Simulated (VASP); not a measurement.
## MoH5: single point with PBE

MoH5:

```xyz
6
Lattice="3.4235 0.0000 0.0000 -1.7117 2.9648 0.0000 0.0000 0.0000 3.1319" Properties=species:S:1:pos:R:3 pbc="T T T"
H    -1.2043    2.0860    0.0000
H     2.4087    0.0000    0.0000
H     0.5074    0.8789    0.0000
H     1.7117    0.9883    1.5659
H     0.0000    1.9766    1.5659
Mo    0.0000    0.0000    1.5659
```

```
Program             : VASP 6.6.1
Task                : single point
Functional          : PBE
Potentials or basis : VASP PAW PBE potentials, release 64 (H, Mo_sv)
Cutoff              : 520 eV
k mesh              : 6 × 6 × 4
Occupations         : gaussian, width 0.1 eV
Spin                : no spin polarisation
```

The pressure is 0.0 GPa and the largest force is 0.018 eV/Å.

Forces in eV/Å, atoms in the order of the input:
```
H    0.009 -0.016  0.000
H   -0.018  0.000  0.000
H    0.009  0.016  0.000
H    0.000  0.000  0.000
H    0.000  0.000  0.000
Mo   0.000  0.000  0.000
```

Stress tensor (GPa, compression positive):
```
-0.08  0.00  0.00
 0.00 -0.08  0.00
 0.00  0.00  0.16
```

Levels at points of the mesh, in eV from the Fermi level:
```csv
k point,band 7,band 8,band 9,band 10,band 11,band 12
"(0.00, 0.00, 0.00)",-2.85,-2.85,-0.30,0.42,0.42,2.41
"(0.50, 0.00, 0.00)",-6.58,-1.01,-0.27,0.01,0.14,1.56
"(0.00, 0.00, 0.50)",-3.60,-3.60,-1.62,-1.62,0.37,2.35
"(0.50, 0.00, 0.50)",-5.20,-4.98,-4.41,0.74,1.23,4.46
```

Run time: 14 s on 1 thread of Intel(R) Xeon(R) Platinum 8488C (Sapphire Rapids) (shared host), peak memory 0.15 GiB.

Caveat: the k points lie up to 0.50 Å⁻¹ apart.
